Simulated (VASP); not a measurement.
Here is a VASP 6.6.1 calculation.

Contents of INCAR:

```
  PREC = Accurate
  ENCUT = 600
  EDIFF = 1E-6
  ISMEAR = -1
  SIGMA = 0.05
  LREAL = F
  LASPH = T
  NELM = 100
  ALGO = Normal
  ISIF = 3
  LWAVE = F
  LCHARG = F
  GGA = RE
  IVDW = 12
  IBRION = 2
  NSW = 60
  EDIFFG = -0.01
```

File KPOINTS:

```
Automatic mesh
0
Gamma
  12 12 6
```

POSCAR

```
BN
1.0
    2.5539396017      0.0000000000      0.0000000000
   -1.2769698009      2.2117765748      0.0000000000
    0.0000000000      0.0000000000      4.2268550000
N B
2 2
Direct
    0.3333333333      0.6666666667      0.1252760000
    0.6666666667      0.3333333333      0.6252760000
    0.3333333333      0.6666666667      0.4997240000
    0.6666666667      0.3333333333      0.9997240000
```

Potentials or basis: VASP PAW PBE potentials, release 64 (N, B).

Command:

```bash
$ cat potpaw_PBE.64/N/POTCAR potpaw_PBE.64/B/POTCAR > POTCAR
$ mpirun -np 1 vasp_std > vasp.out
```

(1) What does it give for the space group after relaxing (to 0.05 Å)?

(2) What does it give for the dispersion energy per atom?

Results:

(1) P6_3mc (No. 186).

(2) -0.434 eV.
